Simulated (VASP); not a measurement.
Input of a VASP 6.6.1 run:

File INCAR:

```
ALGO     = Normal         # electronic algorithm
EDIFF    = 1E-6           # SCF threshold, eV
ENCUT    = 500            # plane-wave cutoff, eV
GGA      = PE             # functional
GGA_COMPAT= F            
ISIF     = 2              # what is computed and relaxed
ISMEAR   = 0              # smearing method
LASPH    = T              # aspherical terms in the spheres
LCHARG   = F              # write CHGCAR
LREAL    = F              # projectors in reciprocal space
LWAVE    = F              # write WAVECAR
NBANDS   = 20             # bands
NELM     = 120            # most SCF steps
PREC     = Accurate       # precision mode
SIGMA    = 0.01           # smearing width, eV
```

Contents of KPOINTS:

```
k-points
0
Gamma
  2 2 2
```

Contents of POSCAR:

```
MoS2
1.0
    1.4711708300      0.8493814800      5.7015643800
   -1.4711708300      0.8493814800      5.7015643800
    0.0000000000     -1.6987619900      5.7015643800
Mo S
1 2
Direct
    0.0044212452      0.0044212452      0.0044212452
    0.2477000000      0.2477000000      0.2477000000
    0.4190000000      0.4190000000      0.4190000000
```

Potentials or basis: VASP PAW PBE potentials, release 64 (Mo_sv, S).

The run is started by

```sh
$ cat potpaw_PBE.64/Mo_sv/POTCAR potpaw_PBE.64/S/POTCAR > POTCAR
$ mpirun -np 1 vasp_std > vasp.out
```

(1) What does it give for the pressure?

(2) Predict the band gap on the k mesh.

(3) Estimate the largest force.

## Answers

(1) 60.7 GPa.

(2) 1.56 eV, indirect (least direct gap 2.07 eV).

(3) 7.229 eV/Å.

Caveat: the k points lie up to 1.25 Å⁻¹ apart; forces of over 1 eV/Å act on the atoms, so gaps and moduli don't describe the material at rest.
